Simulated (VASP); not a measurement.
# Mg5ZrN2 (P4/nmm) in VASP: single point with PBE

Aim: the single point of Mg5ZrN2 with PBE.

All numbers are computed with VASP 6.6.1; they aren't measurements. Logs are shortened: lines on timing, memory, paths and dates and some standing lists are left out, and cuts for length are marked.

## (1) The cell of the first run

It takes space group P4/nmm (No. 129, tetragonal). The conventional cell has a = 3.212 Å, b = 3.212 Å, c = 26.508 Å, α = 90.00°, β = 90.00°, γ = 90.00°. Mg (site symmetry 4mm) has 1 N at 2.11 Å within 2.8 Å. Mg (site symmetry 4mm) has 5 N at 2.26 to 2.27 Å and 8 Mg at 3.10 to 3.21 Å and 4 Zr at 3.11 Å within 3.3 Å. Mg (site symmetry 4mm) has 12 Mg at 3.19 to 3.21 Å within 4.2 Å. Within 4.2 Å of Mg (site symmetry 4mm) lie 12 Mg at 3.20 to 3.21 Å. Mg (site symmetry 4mm) has 13 Mg at 3.11 to 4.25 Å within 4.3 Å. Zr (site symmetry 4mm) has 6 N at 2.13 to 2.37 Å within 2.8 Å. Within 2.8 Å of N (site symmetry 4mm) lie 5 Mg at 2.11 to 2.27 Å and 1 Zr at 2.13 Å. N (site symmetry 4mm) has 1 Mg at 2.26 Å and 5 Zr at 2.28 to 2.37 Å within 3.0 Å.

## (2) Single point, PBE

Contents of INCAR:

```
ALGO     = Normal         # electronic algorithm
EDIFF    = 1E-6           # SCF threshold, eV
ENCUT    = 520            # plane-wave cutoff, eV
GGA      = PE             # functional
ISIF     = 2              # what is computed and relaxed
ISMEAR   = 0              # smearing method
LASPH    = T              # aspherical terms in the spheres
LCHARG   = F              # write CHGCAR
LREAL    = Auto         
LWAVE    = F              # write WAVECAR
NBANDS   = 46             # bands
NELM     = 100            # most SCF steps
PREC     = Accurate       # precision mode
SIGMA    = 0.1            # smearing width, eV
```

Contents of KPOINTS:

```
k-points
0
Gamma
  10 10 2
```

Contents of POSCAR:

```
Mg5ZrN2
1.0
    3.2120605090      0.0000000000      0.0000000000
    0.0000000000      3.2120605090      0.0000000000
    0.0000000000      0.0000000000     26.5081450669
Mg Zr N
10 2 4
Direct
    0.0000000000      0.5000000000      0.7927983305
    0.0000000000      0.5000000000      0.1274211651
    0.5000000000      0.0000000000      0.2072016695
    0.5000000000      0.0000000000      0.8725788349
    0.0000000000      0.5000000000      0.6279809361
    0.5000000000      0.0000000000      0.5424766744
    0.5000000000      0.0000000000      0.3720190639
    0.0000000000      0.5000000000      0.4575233256
    0.0000000000      0.5000000000      0.2875749288
    0.5000000000      0.0000000000      0.7124250712
    0.0000000000      0.5000000000      0.9526648670
    0.5000000000      0.0000000000      0.0473351330
    0.0000000000      0.5000000000      0.8723122848
    0.0000000000      0.5000000000      0.0422160631
    0.5000000000      0.0000000000      0.1276877152
    0.5000000000      0.0000000000      0.9577839369
```

Potentials or basis: VASP PAW PBE potentials, release 64 (Mg, Zr_sv, N).

The run is started by

```console
$ cat potpaw_PBE.64/Mg/POTCAR potpaw_PBE.64/Zr_sv/POTCAR potpaw_PBE.64/N/POTCAR > POTCAR
$ mpirun -np 1 vasp_std > vasp.out
```

OUTCAR:

```text
EDIFF = 1E-6
   ENCUT = 520
   GGA = PE
   ISIF = 2
   ISMEAR = 0
   LASPH = T
   LREAL = Auto
   NELM = 100
   PREC = Accurate

 ion  position               nearest neighbor table
   1  0.000  0.500  0.793-  13 2.11   4 3.10   4 3.10   4 3.10   4 3.10  10 3.11  10 3.11  10 3.11
                            10 3.11
   2  0.000  0.500  0.127-  14 2.26  15 2.27  15 2.27  15 2.27  15 2.27   3 3.10   3 3.10   3 3.10
                             3 3.10  12 3.11  12 3.11  12 3.11  12 3.11
   3  0.500  0.000  0.207-  15 2.11   2 3.10   2 3.10   2 3.10   2 3.10   9 3.11   9 3.11   9 3.11
                             9 3.11
   4  0.500  0.000  0.873-  16 2.26  13 2.27  13 2.27  13 2.27  13 2.27   1 3.10   1 3.10   1 3.10
                             1 3.10  11 3.11  11 3.11  11 3.11  11 3.11
   5  0.000  0.500  0.628-  10 3.19  10 3.19  10 3.19  10 3.19   6 3.21   6 3.21   6 3.21   6 3.21

   6  0.500  0.000  0.542-   8 3.20   8 3.20   8 3.20   8 3.20   5 3.21   5 3.21   5 3.21   5 3.21

   7  0.500  0.000  0.372-   9 3.19   9 3.19   9 3.19   9 3.19   8 3.21   8 3.21   8 3.21   8 3.21

   8  0.000  0.500  0.458-   6 3.20   6 3.20   6 3.20   6 3.20   7 3.21   7 3.21   7 3.21   7 3.21

   9  0.000  0.500  0.288-   3 3.11   3 3.11   3 3.11   3 3.11   7 3.19   7 3.19   7 3.19   7 3.19

  10  0.500  0.000  0.712-   1 3.11   1 3.11   1 3.11   1 3.11   5 3.19   5 3.19   5 3.19   5 3.19

  11  0.000  0.500  0.953-  13 2.13  16 2.28  16 2.28  16 2.28  16 2.28  14 2.37   4 3.11   4 3.11
                             4 3.11   4 3.11  12 3.38  12 3.38  12 3.38  12 3.38
  12  0.500  0.000  0.047-  15 2.13  14 2.28  14 2.28  14 2.28  14 2.28  16 2.37   2 3.11   2 3.11
                             2 3.11   2 3.11  11 3.38  11 3.38  11 3.38  11 3.38
  13  0.000  0.500  0.872-   1 2.11  11 2.13   4 2.27   4 2.27   4 2.27   4 2.27
  14  0.000  0.500  0.042-   2 2.26  12 2.28  12 2.28  12 2.28  12 2.28  11 2.37
  15  0.500  0.000  0.128-   3 2.11  12 2.13   2 2.27   2 2.27   2 2.27   2 2.27
  16  0.500  0.000  0.958-   4 2.26  11 2.28  11 2.28  11 2.28  11 2.28  12 2.37

  LATTYP: Found a simple tetragonal cell.
 ALAT       =     3.2120605090
 C/A-ratio  =     8.2526916889

  Lattice vectors:

 A1 = (   3.2120605090,   0.0000000000,   0.0000000000)
 A2 = (   0.0000000000,   3.2120605090,   0.0000000000)
 A3 = (   0.0000000000,   0.0000000000,  26.5081450669)

Analysis of symmetry for initial positions (statically):
=====================================================================
 Subroutine PRICEL returns:
 Original cell was already a primitive cell.

 Routine SETGRP: Setting up the symmetry group for a
 simple tetragonal supercell.

 Subroutine GETGRP returns: Found 16 space group operations
 (whereof  8 operations were pure point group operations)
 out of a pool of 16 trial point group operations.

The static configuration has the point symmetry D_2d.
 The point group associated with its full space group is D_4h.

Analysis of symmetry for dynamics (positions and initial velocities):
=====================================================================
 Subroutine PRICEL returns:
 Original cell was already a primitive cell.

 Routine SETGRP: Setting up the symmetry group for a
 simple tetragonal supercell.

 Subroutine GETGRP returns: Found 16 space group operations
 (whereof  8 operations were pure point group operations)
 out of a pool of 16 trial point group operations.

The dynamic configuration has the point symmetry D_2d.
 The point group associated with its full space group is D_4h.

 Subroutine INISYM returns: Found 16 space group operations
 (whereof  8 operations are pure point group operations),
 and found     1 'primitive' translations

----------------------------------------------------------------------------------------

                                     Primitive cell

  volume of cell :     273.4934

  direct lattice vectors                    reciprocal lattice vectors
     3.212060509  0.000000000  0.000000000     0.311326638  0.000000000  0.000000000
     0.000000000  3.212060509  0.000000000     0.000000000  0.311326638  0.000000000
     0.000000000  0.000000000 26.508145067     0.000000000  0.000000000  0.037724254

  length of vectors
     3.212060509  3.212060509 26.508145067     0.311326638  0.311326638  0.037724254

  position of ions in fractional coordinates (direct lattice)
     0.000000000  0.500000000  0.792798330
     0.000000000  0.500000000  0.127421165
     0.500000000  0.000000000  0.207201670
     0.500000000  0.000000000  0.872578835
     0.000000000  0.500000000  0.627980936
     0.500000000  0.000000000  0.542476674
[... 8 lines left out ...]
     0.500000000  0.000000000  0.127687715
     0.500000000  0.000000000  0.957783937

  ion indices of the primitive-cell ions
   primitive index   ion index
                 1           1
                 2           2
                 3           3
                 4           4
                 5           5
                 6           6
[... 8 lines left out ...]
                15          15
                16          16

----------------------------------------------------------------------------------------

 KPOINTS: k-points

Automatic generation of k-mesh.
 Grid dimensions read from file:
 generate k-points for:   10   10    2

 Generating k-lattice:

  Cartesian coordinates                     Fractional coordinates (reciprocal lattice)
     0.031132664  0.000000000  0.000000000     0.100000000  0.000000000  0.000000000
     0.000000000  0.031132664  0.000000000     0.000000000  0.100000000  0.000000000
     0.000000000  0.000000000  0.018862127     0.000000000  0.000000000  0.500000000

  Length of vectors
     0.031132664  0.031132664  0.018862127

  Shift w.r.t. Gamma in fractional coordinates (k-lattice)
     0.000000000  0.000000000  0.000000000

 Subroutine IBZKPT returns following result:
 ===========================================

 Found     42 irreducible k-points:

 Following reciprocal coordinates:
            Coordinates               Weight
  0.000000  0.000000  0.000000      1.000000
  0.100000  0.000000  0.000000      4.000000
  0.200000  0.000000  0.000000      4.000000
  0.300000  0.000000  0.000000      4.000000
  0.400000  0.000000  0.000000      4.000000
  0.500000  0.000000  0.000000      2.000000
[... 16 lines left out ...]
  0.100000  0.000000  0.500000      4.000000
  0.200000  0.000000  0.500000      4.000000
 [... further k-points ...]
   k-points           NKPTS =     42   k-points in BZ     NKDIM =     42   number of bands    NBANDS=     46
   number of dos      NEDOS =    301   number of ions     NIONS =     16
   total plane-waves  NPLWV = 115200
   dimension x,y,z NGX =    24 NGY =   24 NGZ =  200
   dimension x,y,z NGXF=    48 NGYF=   48 NGZF=  400
   ions per type =              10   2   4
   NGX,Y,Z   is equivalent  to a cutoff of  12.42, 12.42, 12.54 a.u.
   NGXF,Y,Z  is equivalent  to a cutoff of  24.84, 24.84, 25.09 a.u.
 SYSTEM =  unknown system
   PREC   = accura    normal or accurate (medium, high low for compatibility)
   ISTART =      0    job   : 0-new  1-cont  2-samecut
   ICHARG =      2    charge: 1-file 2-atom 10-const
   ISPIN  =      1    spin polarized calculation?
   LNONCOLLINEAR =      F non collinear calculations
   LSORBIT =      F    spin-orbit coupling
   LASPH  =      T    aspherical Exc in radial PAW
   ENCUT  =  520.0 eV  38.22 Ry    6.18 a.u.   5.97  5.97 49.29*2*pi/ulx,y,z
   NELM   =    100;   NELMIN=  2; NELMDL= -5     # of ELM steps
   EDIFF  = 0.1E-05   stopping-criterion for ELM
   LREAL  =      T    real-space projection
   EDIFFG = 0.1E-04   stopping-criterion for IOM
   NSW    =      0    number of steps for IOM
   IBRION =     -1    ionic relax: 0-MD 1-quasi-New 2-CG
   NFREE  =      0    steps in history (QN), initial steepest desc. (CG)
   ISIF   =      2    stress and relaxation
   ISYM   =      2    0-nonsym 1-usesym 2-fastsym
   POTIM  = 0.5000    time-step for ionic-motion
   TEBEG  =    0.0;   TEEND  =   0.0 temperature during run
   PSTRESS=    0.0 pullay stress
   NELECT =      64.0000    total number of electrons
   NUPDOWN=      -1.0000    fix difference up-down
   EMIN   =  10.00;   EMAX   =-10.00  energy-range for DOS
   EFERMI =   0.00;   METHOD = LEGACY
   ISMEAR =     0;   SIGMA  =   0.10  broadening in eV -4-tet -1-fermi 0-gaus
   EFERMI_NEDOS =   21; number of points for ismear=-14 and -15
   IALGO  =     38    algorithm
   IMIX   =      4    mixing-type and parameters
     AMIX     =   0.40;   BMIX     =  1.00
     AMIX_MAG =   1.60;   BMIX_MAG =  1.00
  volume/ion in A,a.u.               =      17.09       115.35
  Fermi-wavevector in a.u.,A,eV,Ry     =   1.008833  1.906418 13.847245  1.017744
  Thomas-Fermi vector in A             =   2.141724
   LORBIT       =      0    0 simple, 1 ext, 2 COOP (PROOUT), +10 PAW based schemes
   GGA     = PE    functional components
   LHFCALC =     F    Hartree Fock is set to
   AEXX    =    0.0000 exact exchange contribution
   IVDW    =     0    specifies the selected vdW correction
   LEPSILON=     F    determine dielectric tensor
   LRPA    =     F    only Hartree local field effects (RPA)
 non-spin polarized calculation
 Gauss-broadening in eV      SIGMA  =   0.10
  energy-cutoff  :      520.00
  volume of cell :      273.49
 maximum number of plane-waves:      7448
 NGX is ok and might be reduce to    24
   NGX = 11   NGY = 11   NGZ = 99

 number of electron      63.9999991 magnetization

 Free energy of the ion-electron system (eV)
  ---------------------------------------------------
  ext. energy  EPLUGINS =         0.00000000
  ---------------------------------------------------
  free energy    TOTEN  =       -75.83484098 eV

  energy without entropy =      -75.81034315  energy(sigma->0) =      -75.82259207

 E-fermi :   4.6319     XC(G=0):  -9.5364

 val. band max:        4.5977895365   @ k =   0.4000   0.1000   0.5000
 cond. band min:       4.6376167893   @ k =   0.4000   0.2000   0.0000
 fundamental gap:      0.0398272528
 Fermi energy:         4.6318719704

 k-point     1 :       0.0000    0.0000    0.0000
  band No.  band energies     occupation
      1     -44.7231      2.00000
      2     -44.6671      2.00000
      3     -23.0884      2.00000
      4     -22.7254      2.00000
      5     -22.5979      2.00000
      6     -22.5979      2.00000
[... 1117 lines left out ...]
     43       8.2025      0.00000
     44       8.3141      0.00000

 [... further k-points ...]

 [bands above 44 left out]

------------------------ aborting loop because EDIFF is reached ----------------------------------------

  FORCE on cell =-STRESS in cart. coord.  units (eV):
  Direction    XX          YY          ZZ          XY          YZ          ZX
  --------------------------------------------------------------------------------------
  -------------------------------------------------------------------------------------
  Total       -0.2663427     -0.2663427     -0.1532267      0.0000000     -0.0000000      0.0000000
  in kB       -1.5602873     -1.5602873     -0.8976320      0.0000000     -0.0000000      0.0000000
  external PRESSURE =      -1.3394022 kB  Pullay stress =       0.0000000 kB

 VOLUME and BASIS-vectors are now :
 -----------------------------------------------------------------------------
  energy-cutoff  :      520.00
  volume of cell :      273.49
      direct lattice vectors                 reciprocal lattice vectors
     3.212060509  0.000000000  0.000000000     0.311326638  0.000000000  0.000000000
     0.000000000  3.212060509  0.000000000     0.000000000  0.311326638  0.000000000
     0.000000000  0.000000000 26.508145067     0.000000000  0.000000000  0.037724254

 POSITION                                       TOTAL-FORCE (eV/Angst)
 -----------------------------------------------------------------------------------
      0.00000      1.60603     21.01561         0.000000      0.000000     -0.001039
      0.00000      1.60603      3.37770         0.000000      0.000000     -0.009241
      1.60603      0.00000      5.49253         0.000000      0.000000      0.001039
      1.60603      0.00000     23.13045         0.000000     -0.000000      0.009241
      0.00000      1.60603     16.64661         0.000000     -0.000000      0.001303
      1.60603      0.00000     14.38005        -0.000000      0.000000      0.000553
[... 8 lines left out ...]
      1.60603      0.00000      3.38476         0.000000      0.000000      0.016096
      1.60603      0.00000     25.38908        -0.000000      0.000000     -0.011589
 -----------------------------------------------------------------------------------
    total drift:                                0.000000      0.000000      0.000000

  FREE ENERGIE OF THE ION-ELECTRON SYSTEM (eV)
  ---------------------------------------------------
  free  energy   TOTEN  =       -75.8348409793 eV

  energy  without entropy=      -75.8103431514  energy(sigma->0) =      -75.82259207
```

Run time: 21 min. Hardware: 1 thread of Intel Xeon Platinum 8375C at 2.90GHz (Ice Lake), shared host; peak memory 0.52 GiB.

Results:

```yaml
Free_energy: -75.8348 eV
Pressure: -0.1 GPa
Largest_force: 0.016 eV/Å
Band_gap_on_the_k_mesh: zero (bands 32 and 33 overlap by 1.97 eV)
```

Forces on the atoms (eV/Å):
```
Mg   0.000  0.000 -0.001
Mg   0.000  0.000 -0.009
Mg   0.000  0.000  0.001
Mg   0.000  0.000  0.009
Mg   0.000  0.000  0.001
Mg   0.000  0.000  0.001
Mg   0.000  0.000 -0.001
Mg   0.000  0.000 -0.001
Mg   0.000  0.000  0.000
Mg   0.000  0.000  0.000
Zr   0.000  0.000 -0.010
Zr   0.000  0.000  0.010
N    0.000  0.000 -0.016
N    0.000  0.000  0.012
N    0.000  0.000  0.016
N    0.000  0.000 -0.012
```

The gap in the log of VASP goes by the Fermi energy; the results here count the filled bands.